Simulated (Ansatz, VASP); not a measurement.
## TaN: VASP beside Ansatz

INCAR

```
ALGO     = Normal         # electronic algorithm
EDIFF    = 1E-8           # SCF threshold, eV
ENCUT    = 520            # plane-wave cutoff, eV
GGA      = PE             # functional
ISIF     = 2              # what is computed and relaxed
ISMEAR   = -1             # smearing method
LASPH    = T              # aspherical terms in the spheres
LCHARG   = F              # write CHGCAR
LEFG     = T            
LREAL    = F              # projectors in reciprocal space
LWAVE    = F              # write WAVECAR
NBANDS   = 15             # bands
NELM     = 60             # most SCF steps
PREC     = Accurate       # precision mode
SIGMA    = 0.05           # smearing width, eV
```

The input KPOINTS:

```
k-points
0
Gamma
  10 10 9
```

The input POSCAR:

```
TaN
1.0
    2.9380011100      0.0000000000      0.0000000000
   -1.4690005500      2.5443836000      0.0000000000
    0.0000000000      0.0000000000      2.8830022100
Ta N
1 1
Direct
    0.3333333333      0.6666666667      0.5000000000
    0.0000000000      0.0000000000      0.0000000000
```

File input.yaml:

```yaml
crystal:
  lattice:
    - [2.93800111, 0.0, 0.0]
    - [-1.46900055, 2.5443836, 0.0]
    - [0.0, 0.0, 2.88300221]
  atoms:
    - { symbol: Ta, position: [0.3333333333, 0.6666666667, 0.5] }
    - { symbol: "N", position: [0.0, 0.0, 0.0] }
kpoints:
  mp_grid: { grid: [10, 10, 9] }
scf:
  occupations: { method: fermi_dirac, width: 0.05 }
hamiltonian:
  xc: pbe
  pseudopotentials: { kind: all_electron, datasets: crystal }
output:
  forces: true
  stress: true
  eigenvalues: true
  efg: {}
  elf: true
  volumetric_format: npy
```

Alike in both runs: task electric field gradients; functional PBE; k mesh 10 × 10 × 9; occupations fermi-dirac, width 0.05 eV; no spin polarisation.

```csv
,VASP,Ansatz
version,VASP 6.6.1,Ansatz 0.2.0
potentials or method,"VASP PAW PBE potentials, release 64 (Ta_pv, N), cutoff 520 eV",all-electron PAW datasets made for the crystal
```

|  | VASP | Ansatz | Ansatz less VASP |
| --- | --- | --- | --- |
| gap on the k mesh at the Fermi level (eV) | none | none | - |
| pressure (GPa) | 5.4 | 4.8 | -0.55 |
| traceless stress, the component that is largest in VASP (GPa) | 0.82 | 0.71 | -0.104 |
| size of Vzz on the site where it differs most (V/Å²) | 19.9 | 58.8 | +38.93 |

A gap of «none» marks a metal or a gap that the smearing closes. Ansatz ran all-electron here, and VASP with PAW potentials.

Spin-orbit coupling is off throughout.
